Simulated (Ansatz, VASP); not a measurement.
## NaCl in VASP and in Ansatz

The input INCAR:

```
SYSTEM = NaCl
ALGO = Normal ; EDIFF = 1E-6
EDIFFG = -0.01 ; ENCUT = 600
GGA = PE ; IBRION = 2
ISIF = 3 ; ISMEAR = 0
LASPH = .True. ; LCHARG = .False.
LREAL = .False. ; LWAVE = .False.
NELM = 60 ; NSW = 100
PREC = Accurate ; SIGMA = 0.02
```

The input KPOINTS:

```
k-points
0
Gamma
  8 8 4
  0 0 0
```

POSCAR

```
NaCl
1.0
    1.9770038005     -3.4259497123      0.0000000000
    1.9770038005      3.4259497123      0.0000000000
    0.0000000000      0.0000000000      6.8429578615
Na Cl
2 2
Direct
    0.5000000000      0.5000000000      0.5000000000
    0.5000000000      0.5000000000      0.0000000000
    0.8333909540      0.1666090460      0.2500000000
    0.1666090460      0.8333909540      0.7500000000
```

Input for Ansatz:

```yaml
crystal:
  lattice:
    - [1.9770038005, -3.4259497123, 0.0]
    - [1.9770038005, 3.4259497123, 0.0]
    - [0.0, 0.0, 6.8429578615]
  atoms:
    - { symbol: Na, position: [0.5, 0.5, 0.5] }
    - { symbol: Na, position: [0.5, 0.5, 0.0] }
    - { symbol: Cl, position: [0.833390954, 0.166609046, 0.25] }
    - { symbol: Cl, position: [0.166609046, 0.833390954, 0.75] }
basis:
  ecutwfc: 420
kpoints:
  mp_grid: { grid: [8, 8, 4] }
hamiltonian:
  xc: pbe
scf:
  occupations: { method: gaussian, width: 0.02 }
output:
  forces: true
  stress: true
  eigenvalues: true
relax:
  adjacent_minimum: "off"
  f_tol: 0.01
  max_steps: 80
  cell: { stress_tol: 0.05 }
```

Change from the starting cell: the structure that the rattled cell fell into.

Alike in both runs: task relaxation of cell and atoms; functional PBE; k mesh 8 × 8 × 4; occupations gaussian, width 0.02 eV; no spin polarisation.

|  | VASP | Ansatz |
| --- | --- | --- |
| version | VASP 6.6.1 | Ansatz 0.2.0 |
| potentials or method | VASP PAW PBE potentials, release 64 (Na_pv, Cl), cutoff 600 eV | scalar-relativistic, plane waves, PAW |
| valence electrons in the cell | 28 | 32 |

|  | VASP | Ansatz | Ansatz less VASP |
| --- | --- | --- | --- |
| gap on the k mesh at the Fermi level, each at its own relaxed structure (eV) | 4.89 | 4.89 | -0.001 |
| relaxed volume (Å³/atom) | 23.17 | 23.17 | 0.000 |
| relaxed cell length with the largest relative difference (Å) | 3.955 | 3.955 | 0.0000 |

VASP's potentials hold 28 valence electrons a cell and Ansatz's 32, so a difference there can come from the potentials and not from the codes.

Noted on VASP's run: the relaxation stopped at its first step, so nothing moved.
